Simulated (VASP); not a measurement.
Ti:

```
Ti
1.0
     0.00000    2.03000    2.03000
     2.03000    0.00000    2.03000
     2.03000    2.03000    0.00000
Ti
1
Direct
  0.00000 0.00000 0.00000
```

This isn't the form of Ti at room conditions, which is hcp.

| Quantity | Value |
| --- | --- |
| Program | VASP 6.6.1 |
| Task | relaxation of cell and atoms |
| Functional | BLYP |
| Dispersion | D3(BJ) |
| Potentials or basis | VASP PAW PBE potentials, release 64 (Ti_sv) |
| Cutoff | 600 eV |
| k mesh | 11 × 11 × 11 |
| Occupations | fermi-dirac, width 0.05 eV |
| Spin | no spin polarisation |

At the start: pressure -8.3 GPa; volume 16.73 Å³/atom.

Problem. Where does the relaxation end?

Solution. Over 3 steps the energy falls by 34.3 meV/atom and the volume is 15.49 Å³/atom (-7.4 %); space group Fm-3m (No. 225, to 0.1 Å) before and after.

The path:
```csv
step,energy change (eV),largest force (eV/Å),pressure (GPa),volume (Å³)
1,0.0000,0.0000,-8.34,16.73
2,-0.0178,0.0000,7.05,14.71
3,-0.0343,0.0000,-0.07,15.49
```

Final structure:
```cif
data_structure
_symmetry_space_group_name_H-M 'P 1'
_symmetry_Int_Tables_number 1
_cell_length_a 2.7983
_cell_length_b 2.7983
_cell_length_c 2.7983
_cell_angle_alpha 60.000
_cell_angle_beta 60.000
_cell_angle_gamma 60.000
_cell_volume 15.49
loop_
_atom_site_label
_atom_site_type_symbol
_atom_site_fract_x
_atom_site_fract_y
_atom_site_fract_z
_atom_site_occupancy
Ti1 Ti 0.00000 0.00000 0.00000 1
```

Caveat: the PAW data sets were made with another functional, which shifts forces and pressure a little.
